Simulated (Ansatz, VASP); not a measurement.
Co: VASP beside Ansatz

```xyz
4
Lattice="0.0000 0.0000 4.0699 2.5074 0.0000 0.0000 0.0000 4.3429 0.0000" Properties=species:S:1:pos:R:3 pbc="T T T"
Co    2.5074    1.4476    1.0175
Co    1.2537    3.6191    1.0175
Co    1.2537    0.7238    3.0524
Co    0.0000    2.8953    3.0524
```

Alike in both runs: task single point; functional PBE; k mesh 8 × 12 × 7; occupations fermi-dirac, width 0.08 eV; collinear spin.

|  | VASP | Ansatz |
| --- | --- | --- |
| version | VASP 6.6.1 | Ansatz 0.2.0 |
| potentials or method | VASP PAW PBE potentials, release 64 (Co) | PAW with Ansatz's default frozen-core files, scalar-relativistic |
| plane-wave cutoff (eV) | 520 | 420 |
| valence electrons in the cell | 36 | 68 |

Ansatz gave:

| Quantity | Value |
| --- | --- |
| pressure (GPa) | -14.6 |
| traceless stress, the component that is largest in VASP (GPa) | -1.29 |
| rms of the force components (eV/Å) | 0.003 |
| net moment per atom (μB) | 0.00 |
| size of the moment on the site where the two differ most (μB) | 0.00 |

Estimate VASP's values.

pressure (GPa): -12.5; traceless stress, the component that is largest in VASP (GPa): -0.82; rms of the force components (eV/Å): 0.052; net moment per atom (μB): 0.00; size of the moment on the site where the two differ most (μB): 0.67.

Site moments also hang on the region over which each program counts them. Atom by atom the forces differ by 0.050 eV/Å (rms over components). VASP's potentials hold 36 valence electrons a cell and Ansatz's 68, so a difference there can come from the potentials and not from the codes. Ansatz's warnings: seeded moment not kept.
